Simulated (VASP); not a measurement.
# HgTe (I-4m2) in VASP: a series of runs

HgTe is run at these levels: PBEsol; tasks: single point.

All numbers are computed with VASP 6.6.1; they aren't measurements. Logs are shortened: lines on timing, memory, paths and dates and some standing lists are left out, and cuts for length are marked.

## (1) The cell of the first run

The structure is tetragonal, space group I-4m2 (No. 119). Conventional cell: a = 4.422 Å, b = 4.422 Å, c = 6.350 Å, α = 90.00°, β = 90.00°, γ = 90.00°. Within 3.6 Å of Hg (site symmetry -4m2) lie 4 Te at 2.72 Å. Within 3.6 Å of Te (site symmetry -4m2) lie 4 Hg at 2.72 Å.

## (2) Single point, PBEsol (strain -0.030 along x and y, -0.015 along z)

INCAR reads:

```
SYSTEM = HgTe
PREC = Accurate ; ENCUT = 520
EDIFF = 1E-6 ; ISMEAR = 0
SIGMA = 0.15 ; LREAL = .False.
LASPH = .True. ; NELM = 80
ALGO = Normal ; ISIF = 2
LWAVE = .False. ; LCHARG = .True.
GGA = PS ; LELF = .True.
LVHAR = .True. ; NBANDS = 16
```

KPOINTS reads:

```
regular mesh
0
Gamma
  14 14 14
  0 0 0
```

POSCAR reads:

```
HgTe
1.0
    0.0000000000      3.1267950000      3.1751475000
    3.1267950000      0.0000000000      3.1751475000
    3.1267950000      3.1267950000      0.0000000000
Hg Te
1 1
Direct
    0.0000000000      0.0000000000      0.0000000000
    0.7500000000      0.7500000000      0.7500000000
```

Potentials or basis: VASP PAW PBE potentials, release 64 (Hg, Te).

On the command line:

```sh
> cat potpaw_PBE.64/Hg/POTCAR potpaw_PBE.64/Te/POTCAR > POTCAR
> mpirun -np 1 vasp_std > vasp.out
```

OUTCAR:

```text
SYSTEM = HgTe
   PREC = Accurate
   ENCUT = 520
   EDIFF = 1E-6
   ISMEAR = 0
   LREAL = .False.
   LASPH = .True.
   NELM = 80
   ISIF = 2
   GGA = PS

 ion  position               nearest neighbor table
   1  0.000  0.000  0.000-   2 2.72   2 2.72   2 2.72   2 2.72
   2  0.750  0.750  0.750-   1 2.72   1 2.72   1 2.72   1 2.72

  LATTYP: Found a body centered tetragonal cell.
 ALAT       =     4.4219558958
 C/A-ratio  =     1.4360828443

  Lattice vectors:

 A1 = (  -3.1267950000,   0.0000000000,   3.1751475000)
 A2 = (   3.1267950000,   0.0000000000,   3.1751475000)
 A3 = (   0.0000000000,   3.1267950000,  -3.1751475000)

Analysis of symmetry for initial positions (statically):
=====================================================================
 Subroutine PRICEL returns:
 Original cell was already a primitive cell.

 Routine SETGRP: Setting up the symmetry group for a
 body centered tetragonal supercell.

 Subroutine GETGRP returns: Found  8 space group operations
 (whereof  8 operations were pure point group operations)
 out of a pool of 16 trial point group operations.

The static configuration has the point symmetry D_2d.

Analysis of symmetry for dynamics (positions and initial velocities):
=====================================================================
 Subroutine PRICEL returns:
 Original cell was already a primitive cell.

 Routine SETGRP: Setting up the symmetry group for a
 body centered tetragonal supercell.

 Subroutine GETGRP returns: Found  8 space group operations
 (whereof  8 operations were pure point group operations)
 out of a pool of 16 trial point group operations.

The dynamic configuration has the point symmetry D_2d.

 Subroutine INISYM returns: Found  8 space group operations
 (whereof  8 operations are pure point group operations),
 and found     1 'primitive' translations

----------------------------------------------------------------------------------------

                                     Primitive cell

  volume of cell :      62.0859

  direct lattice vectors                    reciprocal lattice vectors
     0.000000000  3.126795000  3.175147500    -0.159908149  0.159908149  0.157472999
     3.126795000  0.000000000  3.175147500     0.159908149 -0.159908149  0.157472999
     3.126795000  3.126795000  0.000000000     0.159908149  0.159908149 -0.157472999

  length of vectors
     4.456277440  4.456277440  4.421955896     0.275570277  0.275570277  0.275570277

  position of ions in fractional coordinates (direct lattice)
     0.000000000  0.000000000  0.000000000
     0.750000000  0.750000000  0.750000000

  ion indices of the primitive-cell ions
   primitive index   ion index
                 1           1
                 2           2

----------------------------------------------------------------------------------------

 KPOINTS: regular mesh

Automatic generation of k-mesh.
 Grid dimensions read from file:
 generate k-points for:   14   14   14

 Generating k-lattice:

  Cartesian coordinates                     Fractional coordinates (reciprocal lattice)
    -0.011422011  0.011422011  0.011248071     0.071428571  0.000000000  0.000000000
     0.011422011 -0.011422011  0.011248071     0.000000000  0.071428571  0.000000000
     0.011422011  0.011422011 -0.011248071     0.000000000  0.000000000  0.071428571

  Length of vectors
     0.019683591  0.019683591  0.019683591

  Shift w.r.t. Gamma in fractional coordinates (k-lattice)
     0.000000000  0.000000000  0.000000000

 Subroutine IBZKPT returns following result:
 ===========================================

 Found    244 irreducible k-points:

 Following reciprocal coordinates:
            Coordinates               Weight
  0.000000  0.000000  0.000000      1.000000
  0.071429  0.000000  0.000000      8.000000
  0.142857  0.000000  0.000000      8.000000
  0.214286  0.000000  0.000000      8.000000
  0.285714 -0.000000  0.000000      8.000000
  0.357143  0.000000  0.000000      8.000000
[... 16 lines left out ...]
  0.214286  0.142857  0.000000      8.000000
  0.285714  0.142857  0.000000      8.000000
 [... further k-points ...]
   k-points           NKPTS =    244   k-points in BZ     NKDIM =    244   number of bands    NBANDS=     16
   number of dos      NEDOS =    301   number of ions     NIONS =      2
   total plane-waves  NPLWV =  46656
   dimension x,y,z NGX =    36 NGY =   36 NGZ =   36
   dimension x,y,z NGXF=    72 NGYF=   72 NGZF=   72
   ions per type =               1   1
   NGX,Y,Z   is equivalent  to a cutoff of  13.43, 13.43, 13.53 a.u.
   NGXF,Y,Z  is equivalent  to a cutoff of  26.86, 26.86, 27.07 a.u.
 SYSTEM =  HgTe
   PREC   = accura    normal or accurate (medium, high low for compatibility)
   ISTART =      0    job   : 0-new  1-cont  2-samecut
   ICHARG =      2    charge: 1-file 2-atom 10-const
   ISPIN  =      1    spin polarized calculation?
   LNONCOLLINEAR =      F non collinear calculations
   LSORBIT =      F    spin-orbit coupling
   LASPH  =      T    aspherical Exc in radial PAW
   ENCUT  =  520.0 eV  38.22 Ry    6.18 a.u.   8.29  8.29  8.22*2*pi/ulx,y,z
   NELM   =     80;   NELMIN=  2; NELMDL= -5     # of ELM steps
   EDIFF  = 0.1E-05   stopping-criterion for ELM
   LREAL  =      F    real-space projection
[... 7 lines left out ...]
   TEBEG  =    0.0;   TEEND  =   0.0 temperature during run
   PSTRESS=    0.0 pullay stress
   NELECT =      18.0000    total number of electrons
   NUPDOWN=      -1.0000    fix difference up-down
   EMIN   =  10.00;   EMAX   =-10.00  energy-range for DOS
   EFERMI =   0.00;   METHOD = LEGACY
   ISMEAR =     0;   SIGMA  =   0.15  broadening in eV -4-tet -1-fermi 0-gaus
   EFERMI_NEDOS =   21; number of points for ismear=-14 and -15
   IALGO  =     38    algorithm
   IMIX   =      4    mixing-type and parameters
     AMIX     =   0.40;   BMIX     =  1.00
     AMIX_MAG =   1.60;   BMIX_MAG =  1.00
  volume/ion in A,a.u.               =      31.04       209.49
  Fermi-wavevector in a.u.,A,eV,Ry     =   1.083515  2.047546 15.973292  1.174004
  Thomas-Fermi vector in A             =   2.219582
   LORBIT       =      0    0 simple, 1 ext, 2 COOP (PROOUT), +10 PAW based schemes
   GGA     = PS    functional components
   LHFCALC =     F    Hartree Fock is set to
   AEXX    =    0.0000 exact exchange contribution
   IVDW    =     0    specifies the selected vdW correction
   LEPSILON=     F    determine dielectric tensor
   LRPA    =     F    only Hartree local field effects (RPA)
 non-spin polarized calculation
 Gauss-broadening in eV      SIGMA  =   0.15
  energy-cutoff  :      520.00
  volume of cell :       62.09
 maximum number of plane-waves:      1690
 NGX is ok and might be reduce to    36
   NGX = 17   NGY = 17   NGZ = 17

 number of electron      18.0000002 magnetization

 Free energy of the ion-electron system (eV)
  ---------------------------------------------------
  ext. energy  EPLUGINS =         0.00000000
  ---------------------------------------------------
  free energy    TOTEN  =        -4.25785197 eV

  energy without entropy =       -4.25768119  energy(sigma->0) =       -4.25776658

 E-fermi :   4.0237     XC(G=0):  -9.3264

 val. band max:        3.9122018729   @ k =   0.0000   0.0000   0.0000
 cond. band min:       4.3208884337   @ k =   0.0714   0.0000   0.0000
 fundamental gap:      0.4086865608
 Fermi energy:         4.0236537847

 k-point     1 :       0.0000    0.0000    0.0000
  band No.  band energies     occupation
      1      -8.7871      2.00000
      2      -3.9948      2.00000
      3      -3.9904      2.00000
      4      -3.9904      2.00000
      5      -3.3552      2.00000
      6      -3.3406      2.00000
[... 8 lines left out ...]
     15      13.4332      0.00000
     16      13.4485      0.00000

 k-point     2 :       0.0714    0.0000    0.0000
  band No.  band energies     occupation
      1      -8.7564      2.00000
      2      -3.9874      2.00000
      3      -3.9822      2.00000
      4      -3.9815      2.00000
      5      -3.3562      2.00000
      6      -3.3421      2.00000
[... 8 lines left out ...]
     15      12.8193      0.00000
     16      12.9993      0.00000

 k-point     3 :       0.1429    0.0000    0.0000
  band No.  band energies     occupation
      1      -8.6686      2.00000
      2      -3.9635      2.00000
      3      -3.9570      2.00000
      4      -3.9554      2.00000
      5      -3.3579      2.00000
      6      -3.3453      2.00000
[... 8 lines left out ...]
     15      12.3990      0.00000
     16      12.5269      0.00000

 k-point     4 :       0.2143    0.0000    0.0000
  band No.  band energies     occupation
      1      -8.5369      2.00000
      2      -3.9288      2.00000
      3      -3.9232      2.00000
      4      -3.8934      2.00000
      5      -3.3571      2.00000
      6      -3.3471      2.00000
[... 8 lines left out ...]
     15      12.2587      0.00000
     16      12.3259      0.00000
[... 324 lines left out ...]
 k-point    22 :       0.1429    0.1429    0.0000
  band No.  band energies     occupation
      1      -8.6305      2.00000
      2      -3.9916      2.00000
      3      -3.9249      2.00000
      4      -3.9249      2.00000
      5      -3.3807      2.00000
      6      -3.3273      2.00000
[... 8 lines left out ...]
     15      11.8547      0.00000
     16      13.7383      0.00000

 k-point    23 :       0.2143    0.1429    0.0000
  band No.  band energies     occupation
      1      -8.5326      2.00000
      2      -3.9737      2.00000
      3      -3.8888      2.00000
      4      -3.8849      2.00000
      5      -3.3881      2.00000
      6      -3.3220      2.00000
[... 8 lines left out ...]
     15      12.5431      0.00000
     16      13.4895      0.00000

 k-point    24 :       0.2857    0.1429    0.0000
  band No.  band energies     occupation
      1      -8.4002      2.00000
      2      -3.9310      2.00000
      3      -3.8501      2.00000
      4      -3.8184      2.00000
      5      -3.3846      2.00000
      6      -3.3174      2.00000
[... 8 lines left out ...]
     15      12.8760      0.00000
     16      13.3912      0.00000

 [... further k-points ...]

------------------------ aborting loop because EDIFF is reached ----------------------------------------

  FORCE on cell =-STRESS in cart. coord.  units (eV):
  Direction    XX          YY          ZZ          XY          YZ          ZX
  --------------------------------------------------------------------------------------
  -------------------------------------------------------------------------------------
  Total        2.3342882      2.3342882      2.2654137      0.0000000      0.0000000      0.0000000
  in kB       60.2382488     60.2382488     58.4608841      0.0000000      0.0000000      0.0000000
  external PRESSURE =      59.6457939 kB  Pullay stress =       0.0000000 kB

 VOLUME and BASIS-vectors are now :
 -----------------------------------------------------------------------------
  energy-cutoff  :      520.00
  volume of cell :       62.09
      direct lattice vectors                 reciprocal lattice vectors
     0.000000000  3.126795000  3.175147500    -0.159908149  0.159908149  0.157472999
     3.126795000  0.000000000  3.175147500     0.159908149 -0.159908149  0.157472999
     3.126795000  3.126795000  0.000000000     0.159908149  0.159908149 -0.157472999

 POSITION                                       TOTAL-FORCE (eV/Angst)
 -----------------------------------------------------------------------------------
      0.00000      0.00000      0.00000         0.000000      0.000000      0.000000
      4.69019      4.69019      4.76272        -0.000000     -0.000000      0.000000
 -----------------------------------------------------------------------------------
    total drift:                                0.000000      0.000000      0.000000

  FREE ENERGIE OF THE ION-ELECTRON SYSTEM (eV)
  ---------------------------------------------------
  free  energy   TOTEN  =        -4.2578519686 eV

  energy  without entropy=       -4.2576811919  energy(sigma->0) =       -4.25776658
```

Run time: 90 s. Hardware: 1 thread of Intel Xeon 6975P-C (Granite Rapids), shared host; peak memory 0.39 GiB.

What came out:

```
Free energy            : -4.2579 eV
Pressure               : 6.0 GPa
Band gap on the k mesh : zero (filled and empty bands touch)
```

Stress tensor (GPa, compression positive):
```
6.02 0.00 0.00
0.00 6.02 0.00
0.00 0.00 5.85
```

Caveat: the cell differs from its parent crystal (strain -0.030 along x and y, -0.015 along z); the cell stands under pressure; semilocal functionals underestimate gaps, so a narrow gap can read as zero; the PAW data sets were made with another functional, which shifts forces and pressure a little; spin-orbit coupling is left out, which moves the levels of the heavy elements.

[end of part 1 of 2]
